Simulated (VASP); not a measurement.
WSe2: relaxation of cell and atoms with PBE

The system is WSe2.

```
W Se
1.0
     3.18250    0.00000    0.00000
    -1.59125    2.75613    0.00000
     0.00000    0.00000   12.34011
W Se
2 4
Direct
  0.66667 0.33333 0.75000
  0.33333 0.66667 0.25000
  0.33333 0.66667 0.88301
  0.66667 0.33333 0.38301
  0.33333 0.66667 0.61699
  0.66667 0.33333 0.11699
```

| Quantity | Value |
| --- | --- |
| Program | VASP 6.6.1 |
| Task | relaxation of cell and atoms |
| Functional | PBE |
| Potentials or basis | VASP PAW PBE potentials, release 64 (W_sv, Se) |
| Cutoff | 500 eV |
| k mesh | 12 × 12 × 4 |
| Occupations | gaussian, width 0.02 eV |
| Spin | no spin polarisation |
| Target pressure | 10 GPa |
| Dipole correction | no |
| Further INCAR settings | ALGO = Normal; EDIFF = 1e-07; IBRION = 2; EDIFFG = -0.008; NSW = 70; ISIF = 3 |

* Relaxed volume: 18.42 Å³/atom
* Relaxed cell: a = 3.227 Å, b = 3.227 Å, c = 12.260 Å, α = 90.00°, β = 90.00°, γ = 120.00°
* Space group after relaxing (to 0.1 Å): P6_3/mmc (No. 194)
* Energy change on relaxing (the run minimises the enthalpy): -64.6 meV/atom
* Ionic steps: 11
* Pressure after relaxing: 10.0 GPa
* Band gap on the k mesh: 0.64 eV (least direct gap 1.53 eV)

The path:
```
step  energy change (eV)  largest force (eV/Å)  pressure (GPa)  volume (Å³)
   1              0.0000                1.5212           20.42       108.24
   2             -0.0495                2.3078          -10.66       127.67
   3             -0.5269                0.1269            8.86       113.27
   4             -0.5079                0.2022            9.49       112.95
   5             -0.5019                0.2247            9.68       112.85
   6             -0.4806                0.1984            9.80       112.32
   7             -0.3955                0.1093           10.33       110.70
   8             -0.4196                0.2549            8.25       111.18
   9             -0.4053                0.0031            9.72       110.84
  10             -0.3731                0.0039           10.28       110.32
  11             -0.3877                0.0008           10.02       110.55
```

Final structure:
```
W Se
1.0
     3.22667    0.00000    0.00000
    -1.61334    2.79438    0.00000
     0.00000    0.00000   12.26038
W Se
2 4
Cartesian
  1.6133 0.9315 9.1953
  0.0000 1.8629 3.0651
  0.0000 1.8629 10.8884
  1.6133 0.9315 4.7582
  0.0000 1.8629 7.5022
  1.6133 0.9315 1.3720
```

Levels at points of the mesh, in eV from the valence-band top:
```tsv
k point	band 22	band 23	band 24	band 25	band 26	band 27	band 28	band 29	band 30	band 31
(0.00, 0.00, 0.00)	-1.53	-1.46	-1.46	-0.66	0.00	2.56	2.56	2.60	2.60	2.72
(0.50, 0.00, 0.00)	-2.61	-1.75	-1.54	-1.47	-0.98	2.14	2.23	2.30	2.81	2.82
(0.00, 0.00, 0.50)	-1.52	-1.52	-1.52	-0.16	-0.16	2.57	2.57	2.57	2.57	2.87
(0.50, 0.00, 0.50)	-2.91	-1.56	-1.56	-1.26	-1.26	2.25	2.25	2.53	2.53	3.34
```

Run time: 18 min on 1 thread of Intel(R) Xeon(R) Platinum 8488C (Sapphire Rapids), with other jobs on the host, peak memory 0.32 GiB.

Caveat: the cell is relaxed towards a set pressure, so the run minimises the enthalpy, not the energy; spin-orbit coupling is left out, which moves the levels of the heavy elements. A k mesh can miss the band edges.
